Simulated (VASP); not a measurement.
Input of a VASP 6.6.1 run:

File INCAR:

```
SYSTEM = BN
PREC     = Accurate       ! precision mode
ENCUT    = 520            ! plane-wave cutoff, eV
EDIFF    = 1E-6           ! SCF threshold, eV
ISMEAR   = 0              ! smearing method
SIGMA    = 0.05           ! smearing width, eV
LREAL    = .FALSE.        ! projectors in reciprocal space
LASPH    = .TRUE.         ! aspherical terms in the spheres
NELM     = 60             ! most SCF steps
ALGO     = Normal         ! electronic algorithm
ISIF     = 2              ! what is computed and relaxed
LWAVE    = .FALSE.        ! write WAVECAR
LCHARG   = .TRUE.         ! write CHGCAR
GGA      = PE             ! functional
LELF     = .TRUE.         ! ELF
LVHAR    = .TRUE.       
NBANDS   = 26             ! bands
```

File KPOINTS:

```
Automatic mesh
0
G
  6 6 10
  0 0 0
```

Contents of POSCAR:

```
BN
1.0
    4.4226829661      0.0000000000      0.0000000000
    0.0000000000      4.4226829661      0.0000000000
    0.0000000000      0.0000000000      2.3962000000
B N
4 4
Direct
    0.1742811368      0.8257188632      0.5000000000
    0.3257188632      0.3257188632      0.0000000000
    0.6742811368      0.6742811368      0.0000000000
    0.8257188632      0.1742811368      0.5000000000
    0.8126115048      0.8126115048      0.5000000000
    0.3126115048      0.6873884952      0.0000000000
    0.6873884952      0.3126115048      0.0000000000
    0.1873884952      0.1873884952      0.5000000000
```

Potentials or basis: VASP PAW PBE potentials, release 64 (B, N).

Run with:

```bash
$ cat potpaw_PBE.64/B/POTCAR potpaw_PBE.64/N/POTCAR > POTCAR
$ mpirun -np 1 vasp_std > vasp.out
```

Question: Predict the band gap on the k mesh.

Answer: 4.73 eV, indirect (least direct gap 6.05 eV).

Question: Predict the pressure.

Answer: 28.6 GPa.

Question: Predict the largest force.

Answer: 0.618 eV/Å.

Forces on the atoms (eV/Å):
```
B   -0.275  0.275  0.000
B    0.275  0.275  0.000
B   -0.275 -0.275  0.000
B    0.275 -0.275  0.000
N    0.437  0.437  0.000
N    0.437 -0.437  0.000
N   -0.437  0.437  0.000
N   -0.437 -0.437  0.000
```

A k mesh can miss the band edges. A hybrid or GW would open this gap; PBE tends to underestimate it.
